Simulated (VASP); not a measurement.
# AlN (P6_3mc) in VASP: a series of runs

AlN is run at these levels: LDA; tasks: single point.

Everything below comes from runs of VASP 6.6.1. Logs are shortened: lines on timing, memory, paths and dates and some standing lists are left out, and cuts for length are marked.

## 1. The cell of the first run

It takes space group P6_3mc (No. 186, hexagonal). Conventional cell: a = 3.119 Å, b = 3.119 Å, c = 5.339 Å, α = 90.00°, β = 90.00°, γ = 120.00°. Within 2.5 Å of Al (site symmetry 3m) lie 4 N at 1.92 to 2.00 Å. Within 2.5 Å of N (site symmetry 3m) lie 4 Al at 1.92 to 2.00 Å.

## 2. Single point, LDA

Input file INCAR:

```
PREC     = Accurate       # precision mode
ENCUT    = 520            # plane-wave cutoff, eV
EDIFF    = 1E-7           # SCF threshold, eV
ISMEAR   = 0              # smearing method
SIGMA    = 0.05           # smearing width, eV
LREAL    = F              # projectors in reciprocal space
LASPH    = T              # aspherical terms in the spheres
NELM     = 100            # most SCF steps
ALGO     = Normal         # electronic algorithm
ISIF     = 2              # what is computed and relaxed
LWAVE    = F              # write WAVECAR
LCHARG   = F              # write CHGCAR
NBANDS   = 16             # bands
```

Input file KPOINTS:

```
regular mesh
0
Gamma
  9 9 6
```

Input file POSCAR:

```
AlN
1.0
    3.1195000000      0.0000000000      0.0000000000
   -1.5597500000      2.7015662471      0.0000000000
    0.0000000000      0.0000000000      5.3391000000
Al N
2 2
Direct
    0.3333333333      0.6666666667      0.0052325345
    0.6666666667      0.3333333333      0.5052325345
    0.3333333333      0.6666666667      0.3797674655
    0.6666666667      0.3333333333      0.8797674655
```

Potentials or basis: VASP PAW LDA potentials, release 64 (Al, N).

On the command line:

```console
> cat potpaw_LDA.64/Al/POTCAR potpaw_LDA.64/N/POTCAR > POTCAR
> mpirun -np 1 vasp_std > vasp.out
```

OUTCAR:

```text
PREC = Accurate
   ENCUT = 520
   EDIFF = 1E-7
   ISMEAR = 0
   LREAL = F
   LASPH = T
   NELM = 100
   ISIF = 2

 ion  position               nearest neighbor table
   1  0.333  0.667  0.005-   4 1.92   4 1.92   4 1.92   3 2.00   2 3.22   2 3.22   2 3.22   2 3.22
                             2 3.22   2 3.22
   2  0.667  0.333  0.505-   3 1.92   3 1.92   3 1.92   4 2.00   1 3.22   1 3.22   1 3.22   1 3.22
                             1 3.22   1 3.22
   3  0.333  0.667  0.380-   2 1.92   2 1.92   2 1.92   1 2.00
   4  0.667  0.333  0.880-   1 1.92   1 1.92   1 1.92   2 2.00

  LATTYP: Found a hexagonal cell.
 ALAT       =     3.1195000000
 C/A-ratio  =     1.7115242827

  Lattice vectors:

 A1 = (   3.1195000000,   0.0000000000,   0.0000000000)
 A2 = (  -1.5597500000,   2.7015662471,   0.0000000000)
 A3 = (   0.0000000000,   0.0000000000,   5.3391000000)

Analysis of symmetry for initial positions (statically):
=====================================================================
 Subroutine PRICEL returns:
 Original cell was already a primitive cell.

 Routine SETGRP: Setting up the symmetry group for a
 hexagonal supercell.

 Subroutine GETGRP returns: Found 12 space group operations
 (whereof  6 operations were pure point group operations)
 out of a pool of 24 trial point group operations.

The static configuration has the point symmetry C_3v.
 The point group associated with its full space group is C_6v.

Analysis of symmetry for dynamics (positions and initial velocities):
=====================================================================
 Subroutine PRICEL returns:
 Original cell was already a primitive cell.

 Routine SETGRP: Setting up the symmetry group for a
 hexagonal supercell.

 Subroutine GETGRP returns: Found 12 space group operations
 (whereof  6 operations were pure point group operations)
 out of a pool of 24 trial point group operations.

The dynamic configuration has the point symmetry C_3v.
 The point group associated with its full space group is C_6v.

 Subroutine INISYM returns: Found 12 space group operations
 (whereof  6 operations are pure point group operations),
 and found     1 'primitive' translations

----------------------------------------------------------------------------------------

                                     Primitive cell

  volume of cell :      44.9955

  direct lattice vectors                    reciprocal lattice vectors
     3.119500000  0.000000000  0.000000000     0.320564193  0.185077823  0.000000000
    -1.559750000  2.701566247  0.000000000     0.000000000  0.370155646  0.000000000
     0.000000000  0.000000000  5.339100000     0.000000000  0.000000000  0.187297485

  length of vectors
     3.119500000  3.119500000  5.339100000     0.370155646  0.370155646  0.187297485

  position of ions in fractional coordinates (direct lattice)
     0.333333333  0.666666667  0.005232535
     0.666666667  0.333333333  0.505232535
     0.333333333  0.666666667  0.379767466
     0.666666667  0.333333333  0.879767466

  ion indices of the primitive-cell ions
   primitive index   ion index
                 1           1
                 2           2
                 3           3
                 4           4

----------------------------------------------------------------------------------------

 KPOINTS: regular mesh

Automatic generation of k-mesh.
 Grid dimensions read from file:
 generate k-points for:    9    9    6

 Generating k-lattice:

  Cartesian coordinates                     Fractional coordinates (reciprocal lattice)
     0.035618244  0.020564203  0.000000000     0.111111111 -0.000000000  0.000000000
     0.000000000  0.041128405  0.000000000     0.000000000  0.111111111  0.000000000
     0.000000000  0.000000000  0.031216247     0.000000000  0.000000000  0.166666667

  Length of vectors
     0.041128405  0.041128405  0.031216247

  Shift w.r.t. Gamma in fractional coordinates (k-lattice)
     0.000000000  0.000000000  0.000000000

 Subroutine IBZKPT returns following result:
 ===========================================

 Found     48 irreducible k-points:

 Following reciprocal coordinates:
            Coordinates               Weight
  0.000000  0.000000  0.000000      1.000000
  0.111111 -0.000000  0.000000      6.000000
  0.222222 -0.000000  0.000000      6.000000
  0.333333 -0.000000  0.000000      6.000000
  0.444444 -0.000000  0.000000      6.000000
  0.111111  0.111111  0.000000      6.000000
[... 16 lines left out ...]
  0.333333  0.222222  0.166667     24.000000
  0.333333  0.333333  0.166667      4.000000
 [... further k-points ...]
   k-points           NKPTS =     48   k-points in BZ     NKDIM =     48   number of bands    NBANDS=     16
   number of dos      NEDOS =    301   number of ions     NIONS =      4
   total plane-waves  NPLWV =  23040
   dimension x,y,z NGX =    24 NGY =   24 NGZ =   40
   dimension x,y,z NGXF=    48 NGYF=   48 NGZF=   80
   ions per type =               2   2
   NGX,Y,Z   is equivalent  to a cutoff of  12.79, 12.79, 12.45 a.u.
   NGXF,Y,Z  is equivalent  to a cutoff of  25.58, 25.58, 24.91 a.u.
 SYSTEM =  unknown system
   PREC   = accura    normal or accurate (medium, high low for compatibility)
   ISTART =      0    job   : 0-new  1-cont  2-samecut
   ICHARG =      2    charge: 1-file 2-atom 10-const
   ISPIN  =      1    spin polarized calculation?
   LNONCOLLINEAR =      F non collinear calculations
   LSORBIT =      F    spin-orbit coupling
   LASPH  =      T    aspherical Exc in radial PAW
   ENCUT  =  520.0 eV  38.22 Ry    6.18 a.u.   5.80  5.80  9.93*2*pi/ulx,y,z
   NELM   =    100;   NELMIN=  2; NELMDL= -5     # of ELM steps
   EDIFF  = 0.1E-06   stopping-criterion for ELM
   LREAL  =      F    real-space projection
   EDIFFG = 0.1E-05   stopping-criterion for IOM
   NSW    =      0    number of steps for IOM
   IBRION =     -1    ionic relax: 0-MD 1-quasi-New 2-CG
   NFREE  =      0    steps in history (QN), initial steepest desc. (CG)
   ISIF   =      2    stress and relaxation
   ISYM   =      2    0-nonsym 1-usesym 2-fastsym
   POTIM  = 0.5000    time-step for ionic-motion
   TEBEG  =    0.0;   TEEND  =   0.0 temperature during run
   PSTRESS=    0.0 pullay stress
   NELECT =      16.0000    total number of electrons
   NUPDOWN=      -1.0000    fix difference up-down
   EMIN   =  10.00;   EMAX   =-10.00  energy-range for DOS
   EFERMI =   0.00;   METHOD = LEGACY
   ISMEAR =     0;   SIGMA  =   0.05  broadening in eV -4-tet -1-fermi 0-gaus
   EFERMI_NEDOS =   21; number of points for ismear=-14 and -15
   IALGO  =     38    algorithm
   IMIX   =      4    mixing-type and parameters
     AMIX     =   0.40;   BMIX     =  1.00
     AMIX_MAG =   1.60;   BMIX_MAG =  1.00
  volume/ion in A,a.u.               =      11.25        75.91
  Fermi-wavevector in a.u.,A,eV,Ry     =   1.159824  2.191749 18.302431  1.345191
  Thomas-Fermi vector in A             =   2.296412
   LORBIT       =      0    0 simple, 1 ext, 2 COOP (PROOUT), +10 PAW based schemes
   GGA     = CA    functional components
   LHFCALC =     F    Hartree Fock is set to
   AEXX    =    0.0000 exact exchange contribution
   IVDW    =     0    specifies the selected vdW correction
   LEPSILON=     F    determine dielectric tensor
   LRPA    =     F    only Hartree local field effects (RPA)
 non-spin polarized calculation
 Gauss-broadening in eV      SIGMA  =   0.05
  energy-cutoff  :      520.00
  volume of cell :       45.00
 maximum number of plane-waves:      1222
 NGX is ok and might be reduce to    24
   NGX = 11   NGY = 11   NGZ = 19

 number of electron      16.0000001 magnetization

 Free energy of the ion-electron system (eV)
  ---------------------------------------------------
  ext. energy  EPLUGINS =         0.00000000
  ---------------------------------------------------
  free energy    TOTEN  =       -32.51662187 eV

  energy without entropy =      -32.51662187  energy(sigma->0) =      -32.51662187

 E-fermi :   5.3886     XC(G=0): -10.9282

 val. band max:        5.1391040258   @ k =   0.0000   0.0000   0.0000
 cond. band min:       8.6256603058   @ k =   0.0000   0.0000   0.0000
 fundamental gap:      3.4865562800
 Fermi energy:         5.3886358139

 k-point     1 :       0.0000    0.0000    0.0000
  band No.  band energies     occupation
      1      -9.3939      2.00000
      2      -7.6514      2.00000
      3      -0.7421      2.00000
      4       4.6640      2.00000
      5       4.6640      2.00000
      6       4.8623      2.00000
[... 8 lines left out ...]
     15      17.8035      0.00000
     16      17.8035      0.00000

 k-point     2 :       0.1111   -0.0000    0.0000
  band No.  band energies     occupation
      1      -9.2386      2.00000
      2      -7.5507      2.00000
      3      -0.5537      2.00000
      4       3.9375      2.00000
      5       4.4122      2.00000
      6       4.4762      2.00000
[... 8 lines left out ...]
     15      17.3290      0.00000
     16      17.8078      0.00000

 k-point     3 :       0.2222   -0.0000    0.0000
  band No.  band energies     occupation
      1      -8.7988      2.00000
      2      -7.2893      2.00000
      3      -0.0080      2.00000
      4       2.4044      2.00000
      5       3.1082      2.00000
      6       4.0850      2.00000
[... 8 lines left out ...]
     15      16.8110      0.00000
     16      17.8951      0.00000

 k-point     4 :       0.3333   -0.0000    0.0000
  band No.  band energies     occupation
      1      -8.1695      2.00000
      2      -7.0035      2.00000
      3       0.7607      2.00000
      4       1.0071      2.00000
      5       1.8854      2.00000
      6       3.7162      2.00000
[... 8 lines left out ...]
     15      16.5857      0.00000
     16      18.7167      0.00000
[... 324 lines left out ...]
 k-point    22 :       0.2222    0.2222    0.1667
  band No.  band energies     occupation
      1      -7.7856      2.00000
      2      -6.9623      2.00000
      3       0.8170      2.00000
      4       1.0535      2.00000
      5       2.1063      2.00000
      6       2.7635      2.00000
[... 8 lines left out ...]
     15      16.7282      0.00000
     16      19.1101      0.00000

 k-point    23 :       0.3333    0.2222    0.1667
  band No.  band energies     occupation
      1      -7.2912      2.00000
      2      -6.8869      2.00000
      3       0.4495      2.00000
      4       1.0188      2.00000
      5       1.9393      2.00000
      6       2.7091      2.00000
[... 8 lines left out ...]
     15      17.4994      0.00000
     16      18.8696      0.00000

 k-point    24 :       0.3333    0.3333    0.1667
  band No.  band energies     occupation
      1      -6.9881      2.00000
      2      -6.9881      2.00000
      3       0.8427      2.00000
      4       1.1806      2.00000
      5       1.1806      2.00000
      6       2.4874      2.00000
[... 8 lines left out ...]
     15      17.9057      0.00000
     16      19.2446      0.00000

 [... further k-points ...]

------------------------ aborting loop because EDIFF is reached ----------------------------------------

  FORCE on cell =-STRESS in cart. coord.  units (eV):
  Direction    XX          YY          ZZ          XY          YZ          ZX
  --------------------------------------------------------------------------------------
  -------------------------------------------------------------------------------------
  Total       -2.7269507     -2.7269507     -7.8620308      0.0000000      0.0000000      0.0000000
  in kB      -97.0999937    -97.0999937   -279.9475423      0.0000000      0.0000000      0.0000000
  external PRESSURE =    -158.0491765 kB  Pullay stress =       0.0000000 kB

 VOLUME and BASIS-vectors are now :
 -----------------------------------------------------------------------------
  energy-cutoff  :      520.00
  volume of cell :       45.00
      direct lattice vectors                 reciprocal lattice vectors
     3.119500000  0.000000000  0.000000000     0.320564193  0.185077823  0.000000000
    -1.559750000  2.701566247  0.000000000     0.000000000  0.370155646  0.000000000
     0.000000000  0.000000000  5.339100000     0.000000000  0.000000000  0.187297485

 POSITION                                       TOTAL-FORCE (eV/Angst)
 -----------------------------------------------------------------------------------
     -0.00000      1.80104      0.02794        -0.000000      0.000000      0.013113
      1.55975      0.90052      2.69749         0.000000     -0.000000      0.013113
     -0.00000      1.80104      2.02762        -0.000000      0.000000     -0.013113
      1.55975      0.90052      4.69717         0.000000     -0.000000     -0.013113
 -----------------------------------------------------------------------------------
    total drift:                               -0.000000     -0.000000     -0.000755

  FREE ENERGIE OF THE ION-ELECTRON SYSTEM (eV)
  ---------------------------------------------------
  free  energy   TOTEN  =       -32.5166218745 eV

  energy  without entropy=      -32.5166218745  energy(sigma->0) =      -32.51662187
```

Wall time 30 s (1 thread of AMD EPYC 7R43 (Zen 3), shared host); peak memory 0.12 GiB.

What came out:

* Free energy: -32.5166 eV
* Pressure: -15.8 GPa
* Largest force: 0.013 eV/Å
* Band gap on the k mesh: 3.49 eV, direct

Forces in eV/Å, atoms in the order of the input:
```
Al   0.000  0.000  0.013
Al   0.000  0.000  0.013
N    0.000  0.000 -0.013
N    0.000  0.000 -0.013
```

Levels at points of the mesh, in eV from the valence-band top:
| k point | band 6 | band 7 | band 8 | band 9 | band 10 | band 11 |
| --- | --- | --- | --- | --- | --- | --- |
| (0.00, 0.00, 0.00) | -0.28 | 0.00 | 0.00 | 3.49 | 6.59 | 9.52 |
| (0.00, 0.00, 0.50) | -0.24 | -0.24 | -0.24 | 6.01 | 6.01 | 9.33 |

LDA gaps usually lie below the measured ones, often by a third to a half.

## 3. Single point, LDA

This run uses another cell than the first one, of 11.67 Å³/atom, 1.037 times its volume.

Input file INCAR:

```
  ALGO = Normal
  EDIFF = 1E-6
  ENCUT = 520
  ISIF = 2
  ISMEAR = 0
  LASPH = True
  LCHARG = True
  LELF = True
  LREAL = False
  LVHAR = True
  LWAVE = False
  NBANDS = 16
  NELM = 80
  PREC = Accurate
  SIGMA = 0.05
```

Input file KPOINTS:

```
k-points
0
Gamma
  9 9 6
```

Input file POSCAR:

```
AlN
1.0
    3.1195000000      0.0000000000      0.0000000000
   -1.5597500000      2.7015662471      0.0000000000
    0.0000000000      0.0000000000      5.5368000000
Al N
2 2
Direct
    0.3333333333      0.6666666667      0.0043162232
    0.6666666667      0.3333333333      0.5043162232
    0.3333333333      0.6666666667      0.3806837768
    0.6666666667      0.3333333333      0.8806837768
```

Potentials or basis: VASP PAW LDA potentials, release 64 (Al, N).

On the command line:

```console
> cat potpaw_LDA.64/Al/POTCAR potpaw_LDA.64/N/POTCAR > POTCAR
> mpirun -np 1 vasp_std > vasp.out
```

OUTCAR:

```text
EDIFF = 1E-6
   ENCUT = 520
   ISIF = 2
   ISMEAR = 0
   LASPH = True
   LREAL = False
   NELM = 80
   PREC = Accurate

 ion  position               nearest neighbor table
   1  0.333  0.667  0.004-   4 1.93   4 1.93   4 1.93   3 2.08   2 3.30   2 3.30   2 3.30   2 3.30
                             2 3.30   2 3.30
   2  0.667  0.333  0.504-   3 1.93   3 1.93   3 1.93   4 2.08   1 3.30   1 3.30   1 3.30   1 3.30
                             1 3.30   1 3.30
   3  0.333  0.667  0.381-   2 1.93   2 1.93   2 1.93   1 2.08
   4  0.667  0.333  0.881-   1 1.93   1 1.93   1 1.93   2 2.08
[... 654 lines left out ...]

 [... further k-points ...]
[... 5 lines left out ...]
  --------------------------------------------------------------------------------------
  -------------------------------------------------------------------------------------
  Total       -3.0662390     -3.0662390    -10.8756547      0.0000000      0.0000000      0.0000000
  in kB     -105.2827289   -105.2827289   -373.4277137      0.0000000      0.0000000      0.0000000
  external PRESSURE =    -194.6643905 kB  Pullay stress =       0.0000000 kB

 VOLUME and BASIS-vectors are now :
 -----------------------------------------------------------------------------
  energy-cutoff  :      520.00
  volume of cell :       46.66
      direct lattice vectors                 reciprocal lattice vectors
     3.119500000  0.000000000  0.000000000     0.320564193  0.185077823  0.000000000
    -1.559750000  2.701566247  0.000000000     0.000000000  0.370155646  0.000000000
     0.000000000  0.000000000  5.536800000     0.000000000  0.000000000  0.180609738

 POSITION                                       TOTAL-FORCE (eV/Angst)
 -----------------------------------------------------------------------------------
     -0.00000      1.80104      0.02390        -0.000000     -0.000000      0.022185
      1.55975      0.90052      2.79230        -0.000000     -0.000000      0.022185
     -0.00000      1.80104      2.10777         0.000000     -0.000000     -0.022185
      1.55975      0.90052      4.87617        -0.000000      0.000000     -0.022185
 -----------------------------------------------------------------------------------
    total drift:                               -0.000000     -0.000000      0.000417

  FREE ENERGIE OF THE ION-ELECTRON SYSTEM (eV)
  ---------------------------------------------------
  free  energy   TOTEN  =       -32.1736961267 eV

  energy  without entropy=      -32.1736961267  energy(sigma->0) =      -32.17369613
```

stdout:

```text
POSCAR found type information on POSCAR AlN
 POSCAR found :  2 types and       4 ions
 scaLAPACK will be used
 LDA part: xc-table for (Slater(with rela. corr.)+CA(PZ))
 , standard interpolation
 POSCAR, INCAR and KPOINTS ok, starting setup
 FFT: planning ... GRIDC
 FFT: planning ... GRID_SOFT
 FFT: planning ... GRID
 WAVECAR not read
 entering main loop
```

Wall time 28 s (1 thread of AMD EPYC 7R43 (Zen 3), shared host); peak memory 0.12 GiB.

What came out:

* Free energy: -32.1737 eV
* Pressure: -19.5 GPa
* Largest force: 0.022 eV/Å
* Band gap on the k mesh: 2.98 eV, direct

Forces on the atoms (eV/Å):
```
Al   0.000  0.000  0.022
Al   0.000  0.000  0.022
N    0.000  0.000 -0.022
N    0.000  0.000 -0.022
```

Stress tensor (GPa, compression positive):
```
-10.53   0.00   0.00
  0.00 -10.53   0.00
  0.00   0.00 -37.34
```

A hybrid or GW would open this gap; LDA tends to underestimate it.

(Part 1 of 2 ends here.)
